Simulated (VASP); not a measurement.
Crystal: Ge.

```
CELL_PARAMETERS angstrom
0.00000 2.12674 2.12674
2.12674 0.00000 2.12674
2.12674 2.12674 0.00000
ATOMIC_POSITIONS crystal
Ge 0.00000 0.00000 0.00000
```

```yaml
Program: VASP 6.6.1
Task: relaxation of cell and atoms
Functional: BLYP
Potentials_or_basis: VASP PAW PBE potentials, release 64 (Ge_d)
Cutoff: 600 eV
k_mesh: 13 × 13 × 13
Occupations: fermi-dirac, width 0.1 eV
Spin: no spin polarisation
```

At the start: pressure 7.7 GPa; volume 19.24 Å³/atom.

Task: Where does the relaxation end?

Result: Over 3 steps the energy falls by 58.5 meV/atom and the volume is 21.84 Å³/atom (+13.5 %); space group Fm-3m (No. 225, to 0.05 Å).

Step by step:
```
step  energy change (eV)  largest force (eV/Å)  pressure (GPa)  volume (Å³)
   1              0.0000                0.0000            7.65        19.24
   2             -0.0585                0.0000           -0.18        21.91
   3             -0.0585                0.0000            0.05        21.84
```

Final structure:
```xyz
1
Lattice="0.0000 2.2185 2.2185 2.2185 0.0000 2.2185 2.2185 2.2185 0.0000" Properties=species:S:1:pos:R:3 pbc="T T T"
Ge    0.0000    0.0000    0.0000
```

Caveat: the PAW data sets were made with another functional, which shifts forces and pressure a little.
